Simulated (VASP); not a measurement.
Wanted: the native input for a VASP 6.6.1 run.

| Quantity | Value |
| --- | --- |
| Task | single point |
| Functional | PBE |
| Potentials or basis | VASP PAW PBE potentials, release 64 (Au) |
| Cutoff | 520 eV |
| k mesh | 12 × 12 × 12 |
| Occupations | fermi-dirac, width 0.06 eV |
| Spin | no spin polarisation |
| Dipole correction | no |
| Further INCAR settings | ALGO = Normal; EDIFF = 1e-06; NBANDS = 12 |

The structure of Au lies in POSCAR:

```
Au
1.0
    0.0000000000      2.0568105000      2.0568105000
    2.0568105000      0.0000000000      2.0568105000
    2.0568105000      2.0568105000      0.0000000000
Au
1
Direct
    0.0000000000      0.0000000000      0.0000000000
```

These files were run (other wordings do the same):

INCAR

```
ALGO = Normal ; EDIFF = 1E-6
ENCUT = 520 ; GGA = PE
ISIF = 2 ; ISMEAR = -1
LASPH = T ; LCHARG = F
LREAL = F ; LWAVE = F
NBANDS = 12 ; NELM = 100
PREC = Accurate ; SIGMA = 0.06
```

KPOINTS

```
k-points
0
Gamma
  12 12 12
```

Potentials or basis: VASP PAW PBE potentials, release 64 (Au).

The run is started by

```console
$ cat potpaw_PBE.64/Au/POTCAR > POTCAR
$ mpirun -np 1 vasp_std > vasp.out
```

It gave:

- Pressure: 4.7 GPa

Wall time 5.7 s on 1 thread of Intel Xeon 6975P-C, with other jobs on the host, peak memory 0.15 GiB.
